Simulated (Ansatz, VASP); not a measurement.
## One calculation of NaH, two programs

```
Na H
1.0
     0.00000    2.41160    2.51023
     2.41160    0.00000    2.51023
     2.41160    2.41160    0.00000
Na H
1 1
Direct
  0.00000 0.00000 0.00000
  0.50000 0.50000 0.50000
```

Alike in both runs: task single point; functional r2SCAN; k mesh 10 × 10 × 10; occupations fermi-dirac, width 0.2 eV; no spin polarisation.

|  | VASP | Ansatz |
| --- | --- | --- |
| version | VASP 6.6.1 | Ansatz 0.2.0 |
| potentials or method | VASP PAW PBE potentials, release 64 (Na_pv, H), cutoff 520 eV | scalar-relativistic, plane waves, PAW |
| valence electrons in the cell | 8 | 10 |

```tsv
	VASP	Ansatz	Ansatz less VASP
gap on the k mesh at the Fermi level (eV)	4.29	4.28	-0.011
least direct gap on the mesh (eV)	5.09	5.08	-0.016
pressure (GPa)	-1.3	-1.2	+0.12
traceless stress, the component that is largest in VASP (GPa)	-0.71	-0.73	-0.019
```

VASP's potentials were made for PBE, not for r2SCAN. VASP's potentials hold 8 valence electrons a cell and Ansatz's 10, so a difference there can come from the potentials and not from the codes.
